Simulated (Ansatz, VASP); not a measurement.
# Ir2Ru in VASP and in Ansatz

```
Ru Ir
1.0
     2.76508    0.00000    0.00000
    -1.38254    2.39463    0.00000
     0.00000    0.00000   12.98209
Ru Ir
2 4
Direct
  0.33333 0.66667 0.25000
  0.66667 0.33333 0.75000
  0.33333 0.66667 0.91415
  0.33333 0.66667 0.58585
  0.66667 0.33333 0.08585
  0.66667 0.33333 0.41415
```

Alike in both runs: functional PBE; k mesh 6 × 6 × 2; occupations gaussian, width 0.1 eV; no spin polarisation.

Ansatz relaxed the structure, and its values are those at the end. VASP's run is a single point on that final structure, the one shown.

|  | VASP | Ansatz |
| --- | --- | --- |
| version | VASP 6.6.1 | Ansatz 0.2.0 |
| potentials or method | VASP PAW PBE potentials, release 64 (Ru_pv, Ir), cutoff 520 eV | scalar-relativistic, plane waves, PAW |
| valence electrons in the cell | 64 | 100 |

|  | VASP | Ansatz | Ansatz less VASP |
| --- | --- | --- | --- |
| gap on the k mesh at the Fermi level (eV) | none | none | - |
| pressure (GPa) | 0.3 | 0.0 | -0.32 |
| rms of the force components (eV/Å) | 0.010 | 0.000 | -0.0100 |

A gap of «none» marks a metal or a gap that the smearing closes. VASP's potentials hold 64 valence electrons a cell and Ansatz's 100, so a difference there can come from the potentials and not from the codes.

The k mesh is coarse, so the values compare programs but aren't converged. Spin-orbit coupling is off throughout.
